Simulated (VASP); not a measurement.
# Hf4C (P-3m1) in VASP: notebook, part 2 of 3

VASP 6.6.1.

**3. Relaxation of cell and atoms, PBE**

This run uses another cell than the first one: it holds 5 atoms, not 10.

The input, INCAR:

```
SYSTEM = Hf4C
PREC     = Accurate       ! precision mode
ENCUT    = 600            ! plane-wave cutoff, eV
EDIFF    = 1E-7           ! SCF threshold, eV
ISMEAR   = 0              ! smearing method
SIGMA    = 0.2            ! smearing width, eV
LREAL    = .FALSE.        ! projectors in reciprocal space
LASPH    = .TRUE.         ! aspherical terms in the spheres
NELM     = 80             ! most SCF steps
ALGO     = Normal         ! electronic algorithm
ISIF     = 3              ! what is computed and relaxed
LWAVE    = .FALSE.        ! write WAVECAR
LCHARG   = .FALSE.        ! write CHGCAR
GGA      = PE             ! functional
IBRION   = 2              ! ionic algorithm
NSW      = 36             ! ionic steps
EDIFFG   = -0.08          ! ionic threshold
```

The input, KPOINTS:

```
Automatic mesh
0
G
  6 6 2
  0 0 0
```

The input, POSCAR:

```
Hf4C
1.0
    3.2000000000      0.0000000000      0.0000000000
   -1.6000000000      2.7712812900      0.0000000000
    0.0000000000      0.0000000000     10.0000000000
Hf C
4 1
Direct
    0.6666666700      0.3333333300      0.8750000000
    0.3333333300      0.6666666700      0.1250000000
    0.6666666700      0.3333333300      0.3750000000
    0.3333333300      0.6666666700      0.6250000000
    0.0000000000      0.0000000000      0.0000000000
```

Potentials or basis: VASP PAW PBE potentials, release 64 (Hf_pv, C).

Run with:

```sh
$ cat potpaw_PBE.64/Hf_pv/POTCAR potpaw_PBE.64/C/POTCAR > POTCAR
$ mpirun -np 1 vasp_std > vasp.out
```

OUTCAR:

```text
SYSTEM = Hf4C
   PREC = Accurate
   ENCUT = 600
   EDIFF = 1E-7
   ISMEAR = 0
   LREAL = .FALSE.
   LASPH = .TRUE.
   NELM = 80
   ISIF = 3
   GGA = PE
   IBRION = 2
   NSW = 36
   EDIFFG = -0.08

 ion  position               nearest neighbor table
   1  0.667  0.333  0.875-   5 2.23   5 2.23   5 2.23   4 3.11   2 3.11   4 3.11   2 3.11   2 3.11
                             4 3.11
   2  0.333  0.667  0.125-   5 2.23   5 2.23   5 2.23   1 3.11   3 3.11   1 3.11   3 3.11   1 3.11
                             3 3.11
   3  0.667  0.333  0.375-   2 3.11   4 3.11   2 3.11   4 3.11   2 3.11   4 3.11
   4  0.333  0.667  0.625-   1 3.11   3 3.11   1 3.11   3 3.11   1 3.11   3 3.11
   5  0.000  0.000  0.000-   1 2.23   2 2.23   2 2.23   1 2.23   1 2.23   2 2.23

  LATTYP: Found a hexagonal cell.
 ALAT       =     3.2000000000
[... 186 lines left out ...]
  -------------------------------------------------------------------------------------
  Total        4.1238524      4.1238524      8.0306098      0.0000000      0.0000000     -0.0000000
  in kB       74.5046034     74.5046032    145.0870060      0.0000000      0.0000000     -0.0000000
  external PRESSURE =      98.0320709 kB  Pullay stress =       0.0000000 kB
[... 221 lines left out ...]
--------------------------------------- Ionic step        7  -------------------------------------------

 number of electron      43.9999998 magnetization

 Free energy of the ion-electron system (eV)
  ---------------------------------------------------
  ext. energy  EPLUGINS =         0.00000000
  ---------------------------------------------------
  free energy    TOTEN  =       -50.86924549 eV

  energy without entropy =      -50.78707778  energy(sigma->0) =      -50.82816164

 E-fermi :   4.9860     XC(G=0): -11.4156

 val. band max:        4.9798768227   @ k =   0.1667   0.0000   0.5000
 cond. band min:       5.0032908951   @ k =   0.1667   0.1667   0.0000
 fundamental gap:      0.0234140723
 Fermi energy:         4.9859500842

 k-point     1 :       0.0000    0.0000    0.0000
  band No.  band energies     occupation
      1     -25.9185      2.00000
      2     -25.4932      2.00000
      3     -25.4723      2.00000
      4     -25.3581      2.00000
      5     -25.3581      2.00000
      6     -25.2839      2.00000
[... 427 lines left out ...]
  FREE ENERGIE OF THE ION-ELECTRON SYSTEM (eV)
  ---------------------------------------------------
  free  energy   TOTEN  =       -50.8692454887 eV

  energy  without entropy=      -50.7870777818  energy(sigma->0) =      -50.82816164

 reached required accuracy - stopping structural energy minimisation
```

OSZICAR:

```text
N       E                     dE             d eps       ncg     rms          rms(c)
DAV:   1     0.186231607650E+03    0.18623E+03   -0.27231E+04   728   0.184E+03
DAV:   2    -0.419550098508E+02   -0.22819E+03   -0.22423E+03   858   0.393E+02
DAV:   3    -0.556971219018E+02   -0.13742E+02   -0.13293E+02   952   0.572E+01
[... 80 lines left out ...]
DAV:   4    -0.508695000111E+02    0.36324E-03   -0.90236E-04   924   0.165E-01    0.222E-01
DAV:   5    -0.508692738973E+02    0.22611E-03   -0.63068E-04   900   0.143E-01    0.134E-01
DAV:   6    -0.508692454731E+02    0.28424E-04   -0.16581E-04   878   0.737E-02    0.358E-02
DAV:   7    -0.508692455744E+02   -0.10129E-06   -0.11586E-05   916   0.186E-02    0.196E-02
DAV:   8    -0.508692454887E+02    0.85636E-07   -0.51694E-07   770   0.345E-03
   7 F= -.50869245E+02 E0= -.50828162E+02  d E =-.543833E-02
```

Run time: 5.3 min. Hardware: 1 thread of Intel Xeon Platinum 8488C (Sapphire Rapids), shared host; peak memory 0.26 GiB.

Results:

```
Free energy                            : -50.8692 eV
Relaxed volume                         : 18.93 Å³/atom
Relaxed cell                           : a = 3.238 Å, b = 3.238 Å, c = 10.422 Å, α = 90.00°, β = 90.00°, γ = 120.00°
Space group after relaxing (to 0.05 Å) : P-3m1 (No. 164)
Energy gained by relaxing              : 50.3 meV/atom
Ionic steps                            : 7
Pressure after relaxing                : 0.0 GPa
Largest force after relaxing           : 0.073 eV/Å
Band gap on the k mesh                 : zero (band 22 reaches 6.18 eV, above the bottom of band 23 at 4.46 eV)
```

Forces in eV/Å, atoms in the order of the input:
```
Hf   0.000  0.000 -0.021
Hf   0.000  0.000  0.021
Hf   0.000  0.000  0.073
Hf   0.000  0.000 -0.073
C    0.000  0.000  0.000
```

Stress tensor (GPa, compression positive):
```
 0.09  0.00  0.00
 0.00  0.09  0.00
 0.00  0.00 -0.30
```

Step by step:
| step | energy change (eV) | largest force (eV/Å) | pressure (GPa) | volume (Å³) |
| --- | --- | --- | --- | --- |
| 1 | 0.0000 | 0.8165 | 9.80 | 88.68 |
| 2 | 0.1686 | 1.3789 | -11.63 | 103.31 |
| 3 | -0.2087 | 0.5161 | -0.88 | 94.61 |
| 4 | -0.2089 | 0.5224 | -0.63 | 94.46 |
| 5 | -0.2427 | 0.2629 | -0.03 | 94.30 |
| 6 | -0.2463 | 0.1503 | 0.27 | 94.23 |
| 7 | -0.2517 | 0.0734 | -0.04 | 94.63 |

Final structure:
```cif
data_structure
_symmetry_space_group_name_H-M 'P 1'
_symmetry_Int_Tables_number 1
_cell_length_a 3.2379
_cell_length_b 3.2379
_cell_length_c 10.4221
_cell_angle_alpha 90.000
_cell_angle_beta 90.000
_cell_angle_gamma 120.000
_cell_volume 94.63
loop_
_atom_site_label
_atom_site_type_symbol
_atom_site_fract_x
_atom_site_fract_y
_atom_site_fract_z
_atom_site_occupancy
Hf1 Hf 0.66667 0.33333 0.87634 1
Hf2 Hf 0.33333 0.66667 0.12366 1
Hf3 Hf 0.66667 0.33333 0.38114 1
Hf4 Hf 0.33333 0.66667 0.61886 1
C1 C 0.00000 0.00000 0.00000 1
```

Levels at points of the mesh, in eV from the Fermi level:
| k point | band 20 | band 21 | band 22 | band 23 | band 24 | band 25 |
| --- | --- | --- | --- | --- | --- | --- |
| (0.00, 0.00, 0.00) | -0.63 | 0.50 | 1.19 | 1.19 | 1.21 | 1.21 |
| (0.50, 0.00, 0.00) | -1.12 | -0.93 | -0.66 | 0.46 | 0.65 | 1.23 |
| (0.00, 0.00, 0.50) | -0.34 | 0.80 | 1.01 | 1.11 | 1.11 | 1.50 |
| (0.50, 0.00, 0.50) | -1.54 | -1.03 | -0.85 | 0.53 | 0.84 | 1.36 |

Caveat: the k points lie up to 0.37 Å⁻¹ apart in the final cell; spin-orbit coupling is left out, which moves the levels of the heavy elements; the relaxation stopped at a loose force limit of 0.08 eV/Å, so its end isn't a converged minimum.

[end of part 2 of 3]
